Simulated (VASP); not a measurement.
# Hg (Im-3m) in VASP: a series of runs

Runs on Hg. Level: LDA. Tasks: single point.

All numbers are computed with VASP 6.6.1; they aren't measurements. Logs are shortened: lines on timing, memory, paths and dates and some standing lists are left out, and cuts for length are marked.

**1. The cell of the first run**

Symmetry: Im-3m, No. 229, cubic system. The conventional cell has a = 3.127 Å, b = 3.127 Å, c = 3.127 Å, α = 90.00°, β = 90.00°, γ = 90.00°. Hg (site symmetry m-3m) has 14 Hg at 2.71 to 3.13 Å within 3.6 Å.

**2. Single point, LDA (volume scaled by 0.68)**

INCAR

```
PREC = Accurate ; ENCUT = 520
EDIFF = 1E-6 ; ISMEAR = -1
SIGMA = 0.1 ; LREAL = False
LASPH = True ; NELM = 80
ALGO = Normal ; ISIF = 2
LWAVE = False ; LCHARG = True
GGA = CA ; LELF = True
LVHAR = True ; NBANDS = 12
```

KPOINTS

```
regular mesh
0
Gamma
  15 15 15
```

POSCAR

```
Hg
1.0
   -1.5634143413      1.5634143413      1.5634143413
    1.5634143413     -1.5634143413      1.5634143413
    1.5634143413      1.5634143413     -1.5634143413
Hg
1
Direct
    0.0000000000      0.0000000000      0.0000000000
```

Potentials or basis: VASP PAW LDA potentials, release 64 (Hg).

Started as:

```console
$ cat potpaw_LDA.64/Hg/POTCAR > POTCAR
$ mpirun -np 1 vasp_std > vasp.out
```

OUTCAR:

```text
PREC = Accurate
   ENCUT = 520
   EDIFF = 1E-6
   ISMEAR = -1
   LREAL = False
   LASPH = True
   NELM = 80
   ISIF = 2
   GGA = CA

 ion  position               nearest neighbor table
   1  0.000  0.000  0.000-

  LATTYP: Found a body centered cubic cell.
 ALAT       =     3.1268286826

  Lattice vectors:

 A1 = (  -1.5634143413,   1.5634143413,   1.5634143413)
 A2 = (   1.5634143413,  -1.5634143413,   1.5634143413)
 A3 = (   1.5634143413,   1.5634143413,  -1.5634143413)

Analysis of symmetry for initial positions (statically):
=====================================================================
 Subroutine PRICEL returns:
 Original cell was already a primitive cell.

 Routine SETGRP: Setting up the symmetry group for a
 body centered cubic supercell.

 Subroutine GETGRP returns: Found 48 space group operations
 (whereof 48 operations were pure point group operations)
 out of a pool of 48 trial point group operations.

The static configuration has the point symmetry O_h .

Analysis of symmetry for dynamics (positions and initial velocities):
=====================================================================
 Subroutine PRICEL returns:
 Original cell was already a primitive cell.

 Routine SETGRP: Setting up the symmetry group for a
 body centered cubic supercell.

 Subroutine GETGRP returns: Found 48 space group operations
 (whereof 48 operations were pure point group operations)
 out of a pool of 48 trial point group operations.

The dynamic configuration has the point symmetry O_h .

 Subroutine INISYM returns: Found 48 space group operations
 (whereof 48 operations are pure point group operations),
 and found     1 'primitive' translations

----------------------------------------------------------------------------------------

                                     Primitive cell

  volume of cell :      15.2856

  direct lattice vectors                    reciprocal lattice vectors
    -1.563414341  1.563414341  1.563414341     0.000000000  0.319812852  0.319812852
     1.563414341 -1.563414341  1.563414341     0.319812852  0.000000000  0.319812852
     1.563414341  1.563414341 -1.563414341     0.319812852  0.319812852  0.000000000

  length of vectors
     2.707913072  2.707913072  2.707913072     0.452283673  0.452283673  0.452283673

  position of ions in fractional coordinates (direct lattice)
     0.000000000  0.000000000  0.000000000

[... 80 lines left out ...]
   NFREE  =      0    steps in history (QN), initial steepest desc. (CG)
   ISIF   =      2    stress and relaxation
   ISYM   =      2    0-nonsym 1-usesym 2-fastsym
   POTIM  = 0.5000    time-step for ionic-motion
   TEBEG  =    0.0;   TEEND  =   0.0 temperature during run
   PSTRESS=    0.0 pullay stress
   NELECT =      12.0000    total number of electrons
   NUPDOWN=      -1.0000    fix difference up-down
   EMIN   =  10.00;   EMAX   =-10.00  energy-range for DOS
   EFERMI =   0.00;   METHOD = LEGACY
   ISMEAR =    -1;   SIGMA  =   0.10  broadening in eV -4-tet -1-fermi 0-gaus
   EFERMI_NEDOS =   21; number of points for ismear=-14 and -15
   IALGO  =     38    algorithm
   IMIX   =      4    mixing-type and parameters
     AMIX     =   0.40;   BMIX     =  1.00
     AMIX_MAG =   1.60;   BMIX_MAG =  1.00
  volume/ion in A,a.u.               =      15.29       103.15
  Fermi-wavevector in a.u.,A,eV,Ry     =   1.510223  2.853908 31.031819  2.280774
  Thomas-Fermi vector in A             =   2.620442
   LORBIT       =      0    0 simple, 1 ext, 2 COOP (PROOUT), +10 PAW based schemes
   GGA     = CA    functional components
   LHFCALC =     F    Hartree Fock is set to
   AEXX    =    0.0000 exact exchange contribution
   IVDW    =     0    specifies the selected vdW correction
   LEPSILON=     F    determine dielectric tensor
   LRPA    =     F    only Hartree local field effects (RPA)
 non-spin polarized calculation
  energy-cutoff  :      520.00
  volume of cell :       15.29
 maximum number of plane-waves:       423
   NGX =  9   NGY =  9   NGZ =  9

 number of electron      12.0000002 magnetization

 Free energy of the ion-electron system (eV)
  ---------------------------------------------------
  ext. energy  EPLUGINS =         0.00000000
  ---------------------------------------------------
  free energy    TOTEN  =         0.12732465 eV

  energy without entropy =        0.13662708  energy(sigma->0) =        0.13197586

 E-fermi :   7.9308     XC(G=0): -13.6442

 val. band max:        7.8840175757   @ k =  -0.4667   0.4667   0.3333
 cond. band min:       8.0172075096   @ k =  -0.4667  -0.4667   0.2000
 fundamental gap:      0.1331899339
 Fermi energy:         7.9308127970

 k-point     1 :       0.0000    0.0000    0.0000
  band No.  band energies     occupation
      1      -6.3690      2.00000
      2      -2.0672      2.00000
      3      -2.0672      2.00000
      4      -2.0672      2.00000
      5      -0.0528      2.00000
      6      -0.0528      2.00000
      7      23.3607      0.00000
      8      23.3607      0.00000
      9      23.3607      0.00000
     10      30.7174      0.00000
     11      30.7174      0.00000
     12      30.7174      0.00000
[... 331 lines left out ...]
 k-point    24 :       0.4000    0.2000    0.0000
  band No.  band energies     occupation
      1      -3.5900      2.00000
      2      -2.7926      2.00000
      3      -1.0018      2.00000
      4      -0.1827      2.00000
      5       0.5347      2.00000
      6       6.6961      1.99999
      7       7.5774      1.94328
      8      14.1721      0.00000
      9      19.5468      0.00000
     10      27.2438      0.00000
     11      29.3257      0.00000
     12      32.8716      0.00000

 [... further k-points ...]

------------------------ aborting loop because EDIFF is reached ----------------------------------------

  FORCE on cell =-STRESS in cart. coord.  units (eV):
  Direction    XX          YY          ZZ          XY          YZ          ZX
  --------------------------------------------------------------------------------------
  -------------------------------------------------------------------------------------
  Total        7.0264938      7.0264938      7.0264938     -0.0000000      0.0000000     -0.0000000
  in kB      736.4902180    736.4902180    736.4902180     -0.0000000      0.0000000     -0.0000000
  external PRESSURE =     736.4902180 kB  Pullay stress =       0.0000000 kB

 VOLUME and BASIS-vectors are now :
 -----------------------------------------------------------------------------
  energy-cutoff  :      520.00
  volume of cell :       15.29
      direct lattice vectors                 reciprocal lattice vectors
    -1.563414341  1.563414341  1.563414341     0.000000000  0.319812852  0.319812852
     1.563414341 -1.563414341  1.563414341     0.319812852  0.000000000  0.319812852
     1.563414341  1.563414341 -1.563414341     0.319812852  0.319812852  0.000000000

 POSITION                                       TOTAL-FORCE (eV/Angst)
 -----------------------------------------------------------------------------------
      0.00000      0.00000      0.00000        -0.000000      0.000000      0.000000
 -----------------------------------------------------------------------------------
    total drift:                                0.000000      0.000000      0.000000

  FREE ENERGIE OF THE ION-ELECTRON SYSTEM (eV)
  ---------------------------------------------------
  free  energy   TOTEN  =         0.1273246474 eV

  energy  without entropy=        0.1366270770  energy(sigma->0) =        0.13197586
```

OSZICAR:

```text
N       E                     dE             d eps       ncg     rms          rms(c)
DAV:   1     0.761554449755E+02    0.76155E+02   -0.71384E+03  3136   0.105E+03
DAV:   2     0.112505865200E+01   -0.75030E+02   -0.71465E+02  3288   0.250E+02
DAV:   3     0.306367851999E-01   -0.10944E+01   -0.10937E+01  3288   0.323E+01
DAV:   4     0.296066838473E-01   -0.10301E-02   -0.10301E-02  3264   0.101E+00
DAV:   5     0.296056917757E-01   -0.99207E-06   -0.99288E-06  3196   0.301E-02    0.155E+01
DAV:   6     0.104593436749E+00    0.74988E-01   -0.98620E-02  3384   0.384E+00    0.957E+00
DAV:   7     0.125866694745E+00    0.21273E-01   -0.39387E-02  3288   0.214E+00    0.107E+00
DAV:   8     0.127331270507E+00    0.14646E-02   -0.56455E-03  3256   0.105E+00    0.767E-02
DAV:   9     0.127325442793E+00   -0.58277E-05   -0.11920E-05  3148   0.364E-02    0.141E-02
DAV:  10     0.127324647378E+00   -0.79542E-06   -0.86554E-07  3172   0.863E-03
   1 F= 0.12732465E+00 E0= 0.13197586E+00  d E =-.930243E-02
```

stdout:

```text
POSCAR found type information on POSCAR Hg
 POSCAR found :  1 types and       1 ions
 scaLAPACK will be used
 LDA part: xc-table for (Slater(with rela. corr.)+CA(PZ))
 , standard interpolation
 POSCAR, INCAR and KPOINTS ok, starting setup
 FFT: planning ... GRIDC
 FFT: planning ... GRID_SOFT
 FFT: planning ... GRID
 WAVECAR not read
 entering main loop
```

Wall time 6.9 s (1 thread of Intel Xeon 6975P-C (Granite Rapids), shared host); peak memory 0.13 GiB.

Results:

```yaml
Free_energy: 0.1273 eV
Pressure: 73.6 GPa
Band_gap_on_the_k_mesh: zero (band 6 reaches 10.41 eV, above the bottom of band 7 at 7.50 eV)
```

Caveat: spin-orbit coupling is left out, which moves the levels of the heavy elements.

**3. Single point, LDA (volume scaled by 0.68)**

INCAR

```
SYSTEM = Hg
PREC = Accurate ; ENCUT = 520
EDIFF = 1E-6 ; ISMEAR = -1
SIGMA = 0.1 ; LREAL = .False.
LASPH = .True. ; NELM = 80
ALGO = Normal ; ISIF = 2
LWAVE = .False. ; LCHARG = .True.
LELF = .True. ; LVHAR = .True.
NBANDS = 12
```

KPOINTS

```
regular mesh
0
Gamma
  15 15 15
  0 0 0
```

POSCAR is that of step 2.

Potentials or basis: VASP PAW LDA potentials, release 64 (Hg).

Started as:

```console
$ cat potpaw_LDA.64/Hg/POTCAR > POTCAR
$ mpirun -np 1 vasp_std > vasp.out
```

OUTCAR:

```text
SYSTEM = Hg
   PREC = Accurate
   ENCUT = 520
   EDIFF = 1E-6
   ISMEAR = -1
   LREAL = .False.
   LASPH = .True.
   NELM = 80
   ISIF = 2

 ion  position               nearest neighbor table
   1  0.000  0.000  0.000-

  LATTYP: Found a body centered cubic cell.
 ALAT       =     3.1268286826

  Lattice vectors:

 A1 = (  -1.5634143413,   1.5634143413,   1.5634143413)
 A2 = (   1.5634143413,  -1.5634143413,   1.5634143413)
 A3 = (   1.5634143413,   1.5634143413,  -1.5634143413)
[... 536 lines left out ...]
     11      29.3257      0.00000
     12      32.8716      0.00000

 [... further k-points ...]

------------------------ aborting loop because EDIFF is reached ----------------------------------------

  FORCE on cell =-STRESS in cart. coord.  units (eV):
  Direction    XX          YY          ZZ          XY          YZ          ZX
  --------------------------------------------------------------------------------------
  -------------------------------------------------------------------------------------
  Total        7.0264938      7.0264938      7.0264938     -0.0000000      0.0000000     -0.0000000
  in kB      736.4902180    736.4902180    736.4902180     -0.0000000      0.0000000     -0.0000000
  external PRESSURE =     736.4902180 kB  Pullay stress =       0.0000000 kB

 VOLUME and BASIS-vectors are now :
 -----------------------------------------------------------------------------
  energy-cutoff  :      520.00
  volume of cell :       15.29
      direct lattice vectors                 reciprocal lattice vectors
    -1.563414341  1.563414341  1.563414341     0.000000000  0.319812852  0.319812852
     1.563414341 -1.563414341  1.563414341     0.319812852  0.000000000  0.319812852
     1.563414341  1.563414341 -1.563414341     0.319812852  0.319812852  0.000000000

 POSITION                                       TOTAL-FORCE (eV/Angst)
 -----------------------------------------------------------------------------------
      0.00000      0.00000      0.00000        -0.000000      0.000000      0.000000
 -----------------------------------------------------------------------------------
    total drift:                                0.000000      0.000000      0.000000

  FREE ENERGIE OF THE ION-ELECTRON SYSTEM (eV)
  ---------------------------------------------------
  free  energy   TOTEN  =         0.1273246474 eV

  energy  without entropy=        0.1366270770  energy(sigma->0) =        0.13197586
```

stdout:

```text
POSCAR found type information on POSCAR Hg
 POSCAR found :  1 types and       1 ions
 scaLAPACK will be used
 LDA part: xc-table for (Slater(with rela. corr.)+CA(PZ))
 , standard interpolation
 POSCAR, INCAR and KPOINTS ok, starting setup
 FFT: planning ... GRIDC
 FFT: planning ... GRID_SOFT
 FFT: planning ... GRID
 WAVECAR not read
 entering main loop
```

Wall time 6.6 s (1 thread of Intel Xeon 6975P-C (Granite Rapids), shared host); peak memory 0.13 GiB.

Results:

- Free energy: 0.1273 eV
- Pressure: 73.6 GPa
- Band gap on the k mesh: zero (band 6 reaches 10.41 eV, above the bottom of band 7 at 7.50 eV)

Levels at points of the mesh, in eV from the Fermi level:
| k point | band 4 | band 5 | band 6 | band 7 | band 8 | band 9 |
| --- | --- | --- | --- | --- | --- | --- |
| (0.00, 0.00, 0.00) | -10.00 | -7.98 | -7.98 | 15.43 | 15.43 | 15.43 |

Caveat: spin-orbit coupling is left out, which moves the levels of the heavy elements.
